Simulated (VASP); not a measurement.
MgO:

```
Mg O
1.0
     3.75678    0.00000    0.00000
    -1.87839    3.25347    0.00000
     0.00000    0.00000    6.11735
Mg O
2 2
Direct
  0.33333 0.66667 0.99689
  0.66667 0.33333 0.49689
  0.33333 0.66667 0.37311
  0.66667 0.33333 0.87311
```

| Item | Value |
| --- | --- |
| Program | VASP 6.6.1 |
| Task | relaxation of cell and atoms |
| Functional | r2SCAN |
| Potentials or basis | VASP PAW PBE potentials, release 64 (Mg, O) |
| Cutoff | 600 eV |
| k mesh | 6 × 6 × 4 |
| Occupations | gaussian, width 0.1 eV |
| Spin | no spin polarisation |

At the start: pressure -23.5 GPa; volume 18.69 Å³/atom.

Q: Where does the relaxation end?

A: Over 8 steps the energy falls by 752.3 meV/atom and the volume is 11.75 Å³/atom (-37.1 %); space group P6_3mc (No. 186, to 0.1 Å) before and after.

The path:
| step | energy change (eV) | largest force (eV/Å) | pressure (GPa) | volume (Å³) |
| --- | --- | --- | --- | --- |
| 1 | 0.0000 | 0.0871 | -23.52 | 74.77 |
| 2 | -2.9657 | 0.1498 | -4.16 | 48.83 |
| 3 | -2.9879 | 0.1655 | -0.21 | 47.28 |
| 4 | -2.9868 | 0.1717 | 1.10 | 46.81 |
| 5 | -2.9956 | 0.0999 | -0.53 | 47.37 |
| 6 | -2.9970 | 0.0601 | -1.49 | 47.71 |
| 7 | -3.0036 | 0.0445 | -0.95 | 47.46 |
| 8 | -3.0090 | 0.0334 | 0.00 | 47.01 |

Final structure:
```
Mg O
1.0
     3.27549    0.00000    0.00000
    -1.63775    2.83666    0.00000
     0.00000    0.00000    5.05901
Mg O
2 2
Direct
  0.33333 0.66667 0.98933
  0.66667 0.33333 0.48933
  0.33333 0.66667 0.38067
  0.66667 0.33333 0.88067
```

Caveat: the volume moved by over 15 % at a fixed basis, so the end points are rough; the PAW data sets were made with another functional, which shifts forces and pressure a little; the relaxation stopped at a loose force limit of 0.05 eV/Å, so its end isn't a converged minimum.
